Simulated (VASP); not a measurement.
# Zr8N in VASP: single point with PBE+D3(BJ)

Aim: the single point of Zr8N with PBE+D3(BJ).

All numbers are computed with VASP 6.6.1; they aren't measurements. Logs are shortened: lines on timing, memory, paths and dates and some standing lists are left out, and cuts for length are marked.

**1. The cell of the first run**

The cell holds a slab with vacuum, 18 atoms: a = 6.366 Å, b = 6.366 Å, c = 26.339 Å, α = 90.00°, β = 90.00°, γ = 120.00°.

**2. Single point, PBE+D3(BJ)**

Input file INCAR:

```
ALGO = Normal ; DIPOL = 0.5 0.5 0.329
EDIFF = 1E-7 ; ENCUT = 520
GGA = PE ; IDIPOL = 3
ISIF = 2 ; ISMEAR = 0
IVDW = 12 ; LASPH = True
LCHARG = False ; LDIPOL = True
LREAL = Auto ; LWAVE = False
NBANDS = 116 ; NELM = 60
PREC = Accurate ; SIGMA = 0.1
```

Input file KPOINTS:

```
k-points
0
Gamma
  6 6 1
```

Input file POSCAR:

```
Zr8N
1.0
    6.3664247930      0.0000000000      0.0000000000
   -3.1832123965      5.5134856020      0.0000000000
    0.0000000000      0.0000000000     26.3387889958
Zr N
16 2
Direct
    0.3333333333      0.1666666667      0.1518672708
    0.3333333333      0.6666666667      0.1518672708
    0.8333333333      0.1666666667      0.1518672708
    0.8333333333      0.6666666667      0.1518672708
    0.1666666667      0.3333333333      0.2489701510
    0.1666666667      0.8333333333      0.2489701510
    0.6666666667      0.3333333333      0.2489701510
    0.6666666667      0.8333333333      0.2489701510
    0.3333333333      0.1666666667      0.3487109194
    0.3333333333      0.6666666667      0.3487109194
    0.8333333333      0.1666666667      0.3487109194
    0.8333333333      0.6666666667      0.3487109194
    0.1666666667      0.3333333333      0.4418877799
    0.1666666667      0.8333333333      0.4418877799
    0.6666666667      0.3333333333      0.4418877799
    0.6666666667      0.8333333333      0.4418877799
    0.1666666667      0.3333333333      0.5557882330
    0.1666666667      0.3333333333      0.5975517325
```

Potentials or basis: VASP PAW PBE potentials, release 64 (Zr_sv, N).

Started as:

```sh
cat potpaw_PBE.64/Zr_sv/POTCAR potpaw_PBE.64/N/POTCAR > POTCAR
mpirun -np 1 vasp_std > vasp.out
```

OUTCAR:

```text
EDIFF = 1E-7
   ENCUT = 520
   GGA = PE
   ISIF = 2
   ISMEAR = 0
   IVDW = 12
   LASPH = True
   LREAL = Auto
   NELM = 60
   PREC = Accurate
 IVDW          = 12

 ion  position               nearest neighbor table
   1  0.333  0.167  0.152-   5 3.15   6 3.15   7 3.15   4 3.18   2 3.18   2 3.18   4 3.18   3 3.18
                             3 3.18
   2  0.333  0.667  0.152-   6 3.15   5 3.15   8 3.15   3 3.18   1 3.18   1 3.18   3 3.18   4 3.18
                             4 3.18
   3  0.833  0.167  0.152-   7 3.15   8 3.15   5 3.15   4 3.18   2 3.18   4 3.18   2 3.18   1 3.18
                             1 3.18
   4  0.833  0.667  0.152-   8 3.15   7 3.15   6 3.15   3 3.18   1 3.18   3 3.18   1 3.18   2 3.18
                             2 3.18
   5  0.167  0.333  0.249-   1 3.15   2 3.15   3 3.15   6 3.18   8 3.18   6 3.18   8 3.18   7 3.18
                             7 3.18   9 3.21  10 3.21  11 3.21
   6  0.167  0.833  0.249-   2 3.15   1 3.15   4 3.15   5 3.18   7 3.18   5 3.18   7 3.18   8 3.18
                             8 3.18  10 3.21   9 3.21  12 3.21
   7  0.667  0.333  0.249-   3 3.15   4 3.15   1 3.15   6 3.18   8 3.18   8 3.18   6 3.18   5 3.18
                             5 3.18  11 3.21  12 3.21   9 3.21
   8  0.667  0.833  0.249-   4 3.15   3 3.15   2 3.15   5 3.18   7 3.18   7 3.18   5 3.18   6 3.18
                             6 3.18  12 3.21  11 3.21  10 3.21
   9  0.333  0.167  0.349-  13 3.07  14 3.07  15 3.07  12 3.18  10 3.18  10 3.18  12 3.18  11 3.18
                            11 3.18   5 3.21   6 3.21   7 3.21
  10  0.333  0.667  0.349-  14 3.07  13 3.07  16 3.07  11 3.18   9 3.18   9 3.18  11 3.18  12 3.18
                            12 3.18   6 3.21   5 3.21   8 3.21
  11  0.833  0.167  0.349-  15 3.07  16 3.07  13 3.07  12 3.18  10 3.18  12 3.18  10 3.18   9 3.18
                             9 3.18   7 3.21   8 3.21   5 3.21
  12  0.833  0.667  0.349-  16 3.07  15 3.07  14 3.07  11 3.18   9 3.18  11 3.18   9 3.18  10 3.18
                            10 3.18   8 3.21   7 3.21   6 3.21
  13  0.167  0.333  0.442-   9 3.07  10 3.07  11 3.07  14 3.18  16 3.18  14 3.18  16 3.18  15 3.18
                            15 3.18
  14  0.167  0.833  0.442-  10 3.07   9 3.07  12 3.07  13 3.18  15 3.18  13 3.18  15 3.18  16 3.18
                            16 3.18
  15  0.667  0.333  0.442-  11 3.07  12 3.07   9 3.07  14 3.18  16 3.18  16 3.18  14 3.18  13 3.18
                            13 3.18
  16  0.667  0.833  0.442-  12 3.07  11 3.07  10 3.07  13 3.18  15 3.18  15 3.18  13 3.18  14 3.18
                            14 3.18
  17  0.167  0.333  0.556-  18 1.10
  18  0.167  0.333  0.598-  17 1.10

  LATTYP: Found a hexagonal cell.
 ALAT       =     6.3664247930
 C/A-ratio  =     4.1371397373

  Lattice vectors:

 A1 = (   6.3664247930,   0.0000000000,   0.0000000000)
 A2 = (  -3.1832123965,   5.5134856020,   0.0000000000)
 A3 = (   0.0000000000,   0.0000000000,  26.3387889958)

Analysis of symmetry for initial positions (statically):
=====================================================================
 Subroutine PRICEL returns:
 Original cell was already a primitive cell.

 Routine SETGRP: Setting up the symmetry group for a
 hexagonal supercell.

 Subroutine GETGRP returns: Found  6 space group operations
 (whereof  2 operations were pure point group operations)
 out of a pool of 24 trial point group operations.

The static configuration has the point symmetry C_1h.
 The point group associated with its full space group is C_3v.

Analysis of symmetry for dynamics (positions and initial velocities):
=====================================================================
 Subroutine PRICEL returns:
 Original cell was already a primitive cell.

 Routine SETGRP: Setting up the symmetry group for a
 hexagonal supercell.

 Subroutine GETGRP returns: Found  6 space group operations
 (whereof  2 operations were pure point group operations)
 out of a pool of 24 trial point group operations.

The dynamic configuration has the point symmetry C_1h.
 The point group associated with its full space group is C_3v.

 Subroutine INISYM returns: Found  6 space group operations
 (whereof  2 operations are pure point group operations),
 and found     1 'primitive' translations

----------------------------------------------------------------------------------------

                                     Primitive cell

  volume of cell :     924.5229

  direct lattice vectors                    reciprocal lattice vectors
     6.366424793  0.000000000  0.000000000     0.157074030  0.090686734  0.000000000
    -3.183212397  5.513485602  0.000000000     0.000000000  0.181373467  0.000000000
     0.000000000  0.000000000 26.338788996     0.000000000  0.000000000  0.037966818

  length of vectors
[... 65 lines left out ...]
 ===========================================

 Found      7 irreducible k-points:

 Following reciprocal coordinates:
            Coordinates               Weight
  0.000000  0.000000  0.000000      1.000000
  0.166667  0.000000  0.000000      6.000000
  0.333333  0.000000  0.000000      6.000000
  0.500000  0.000000  0.000000      3.000000
  0.166667  0.166667  0.000000      6.000000
  0.333333  0.166667  0.000000     12.000000
  0.333333  0.333333  0.000000      2.000000
   k-points           NKPTS =      7   k-points in BZ     NKDIM =      7   number of bands    NBANDS=    116
   number of dos      NEDOS =    301   number of ions     NIONS =     18
   total plane-waves  NPLWV = 451584
   dimension x,y,z NGX =    48 NGY =   48 NGZ =  196
   dimension x,y,z NGXF=    96 NGYF=   96 NGZF=  392
   ions per type =              16   2
   NGX,Y,Z   is equivalent  to a cutoff of  12.53, 12.53, 12.37 a.u.
   NGXF,Y,Z  is equivalent  to a cutoff of  25.07, 25.07, 24.74 a.u.
 SYSTEM =  unknown system
   PREC   = accura    normal or accurate (medium, high low for compatibility)
   ISTART =      0    job   : 0-new  1-cont  2-samecut
   ICHARG =      2    charge: 1-file 2-atom 10-const
   ISPIN  =      1    spin polarized calculation?
   LNONCOLLINEAR =      F non collinear calculations
   LSORBIT =      F    spin-orbit coupling
   LASPH  =      T    aspherical Exc in radial PAW
   ENCUT  =  520.0 eV  38.22 Ry    6.18 a.u.  11.84 11.84 48.97*2*pi/ulx,y,z
   NELM   =     60;   NELMIN=  2; NELMDL= -5     # of ELM steps
   EDIFF  = 0.1E-06   stopping-criterion for ELM
   LREAL  =      T    real-space projection
   EDIFFG = 0.1E-05   stopping-criterion for IOM
   NSW    =      0    number of steps for IOM
   IBRION =     -1    ionic relax: 0-MD 1-quasi-New 2-CG
   NFREE  =      0    steps in history (QN), initial steepest desc. (CG)
   ISIF   =      2    stress and relaxation
   ISYM   =      2    0-nonsym 1-usesym 2-fastsym
   POTIM  = 0.5000    time-step for ionic-motion
   TEBEG  =    0.0;   TEEND  =   0.0 temperature during run
   PSTRESS=    0.0 pullay stress
   NELECT =     202.0000    total number of electrons
   NUPDOWN=      -1.0000    fix difference up-down
   EMIN   =  10.00;   EMAX   =-10.00  energy-range for DOS
   EFERMI =   0.00;   METHOD = LEGACY
   ISMEAR =     0;   SIGMA  =   0.10  broadening in eV -4-tet -1-fermi 0-gaus
   EFERMI_NEDOS =   21; number of points for ismear=-14 and -15
   IALGO  =     38    algorithm
   IMIX   =      4    mixing-type and parameters
     AMIX     =   0.40;   BMIX     =  1.00
     AMIX_MAG =   1.60;   BMIX_MAG =  1.00
  volume/ion in A,a.u.               =      51.36       346.61
  Fermi-wavevector in a.u.,A,eV,Ry     =   0.986021  1.863309 13.228087  0.972237
  Thomas-Fermi vector in A             =   2.117371
   LORBIT       =      0    0 simple, 1 ext, 2 COOP (PROOUT), +10 PAW based schemes
   GGA     = PE    functional components
   LHFCALC =     F    Hartree Fock is set to
   AEXX    =    0.0000 exact exchange contribution
   IVDW    =    12    specifies the selected vdW correction
   LEPSILON=     F    determine dielectric tensor
   LRPA    =     F    only Hartree local field effects (RPA)
 non-spin polarized calculation
 Gauss-broadening in eV      SIGMA  =   0.10
  energy-cutoff  :      520.00
  volume of cell :      924.52
 maximum number of plane-waves:     24930
 NGX is ok and might be reduce to    48
   NGX = 23   NGY = 23   NGZ = 97

 dipolmoment           0.000000      0.000000      0.054649 electrons x Angstroem

 number of electron     202.0000001 magnetization

 dipolmoment           0.000000      0.000000     -0.020062 electrons x Angstroem

 Free energy of the ion-electron system (eV)
  ---------------------------------------------------
  ext. energy  EPLUGINS =         0.00000000
  ---------------------------------------------------
  free energy    TOTEN  =      -145.79437842 eV

  energy without entropy =     -145.65022111  energy(sigma->0) =     -145.72229976

 E-fermi :   1.4095     XC(G=0):  -5.4493

 val. band max:        1.4089416926   @ k =   0.5000   0.0000   0.0000
 cond. band min:       1.4105884063   @ k =   0.1667   0.0000   0.0000
 fundamental gap:      0.0016467137
 Fermi energy:         1.4094677687

 k-point     1 :       0.0000    0.0000    0.0000
  band No.  band energies     occupation
      1     -47.5388      2.00000
      2     -47.4995      2.00000
      3     -47.4357      2.00000
      4     -47.4339      2.00000
      5     -47.4339      2.00000
      6     -47.3936      2.00000
[... 801 lines left out ...]
    112       1.6932      0.00006
    113       1.8664      0.00000
 [bands above 113 left out]

------------------------ aborting loop because EDIFF is reached ----------------------------------------

 vacuum level on the upper side and lower side of the slab       (xc-potential included)        -0.137        -0.030

 Edisp (eV)   -6.71029

 E8    (eV) :    -3.5223

  FORCE on cell =-STRESS in cart. coord.  units (eV):
  Direction    XX          YY          ZZ          XY          YZ          ZX
  --------------------------------------------------------------------------------------
  -------------------------------------------------------------------------------------
  Total      -6.80005    -6.80005    -1.84519     0.00000     0.00000    -0.00000
  in kB     -11.78433   -11.78433    -3.19767     0.00000     0.00000    -0.00000
  external pressure =       -8.92 kB  Pullay stress =        0.00 kB

 VOLUME and BASIS-vectors are now :
 -----------------------------------------------------------------------------
  energy-cutoff  :      520.00
  volume of cell :      924.52
      direct lattice vectors                 reciprocal lattice vectors
     6.366424793  0.000000000  0.000000000     0.157074030  0.090686734  0.000000000
    -3.183212397  5.513485602  0.000000000     0.000000000  0.181373467  0.000000000
     0.000000000  0.000000000 26.338788996     0.000000000  0.000000000  0.037966818

 POSITION                                       TOTAL-FORCE (eV/Angst)
 -----------------------------------------------------------------------------------
      1.59161      0.91891      4.00000         0.010820     -0.006247      0.394591
     -0.00000      3.67566      4.00000        -0.000000      0.012494      0.394591
      4.77482      0.91891      4.00000        -0.010820     -0.006247      0.394591
      3.18321      3.67566      4.00000         0.000000      0.000000      0.394056
      0.00000      1.83783      6.55757         0.000000      0.000000     -0.452144
     -1.59161      4.59457      6.55757         0.004325      0.002497     -0.417920
[... 10 lines left out ...]
      0.00000      1.83783     14.63879         0.000000      0.000000     -3.133336
      0.00000      1.83783     15.73879         0.000000      0.000000      2.735207
 -----------------------------------------------------------------------------------
    total drift:                                0.000005     -0.000002     -0.004572

  FREE ENERGIE OF THE ION-ELECTRON SYSTEM (eV)
  ---------------------------------------------------
  free  energy   TOTEN  =      -152.5046677505 eV

  energy  without entropy=     -152.3605104422  energy(sigma->0) =     -152.43258910

 vacuum level on the upper side and lower side of the slab         5.435         5.542
```

Run time: 74 min. Hardware: 1 thread of Intel Xeon Platinum 8488C (Sapphire Rapids), shared host; peak memory 1.1 GiB.

Results:

```
Free energy                : -152.5047 eV
Largest force              : 3.133 eV/Å
Band gap on the k mesh     : zero (bands 101 and 102 overlap by 1.15 eV)
Dispersion energy per atom : -0.373 eV
```

Forces on the atoms (eV/Å):
```
Zr   0.011 -0.006  0.395
Zr   0.000  0.012  0.395
Zr  -0.011 -0.006  0.395
Zr   0.000  0.000  0.394
Zr   0.000  0.000 -0.452
Zr   0.004  0.002 -0.418
Zr   0.000 -0.005 -0.418
Zr  -0.004  0.002 -0.418
Zr   0.016 -0.009  0.001
Zr   0.000  0.019  0.001
Zr  -0.016 -0.009  0.001
Zr   0.000  0.000 -0.006
Zr   0.000  0.000  0.720
Zr   0.012  0.007 -0.064
Zr   0.000 -0.014 -0.064
Zr  -0.012  0.007 -0.064
N    0.000  0.000 -3.133
N    0.000  0.000  2.735
```

Caveat: the standard files for N, O and F lose accuracy on very short bonds.
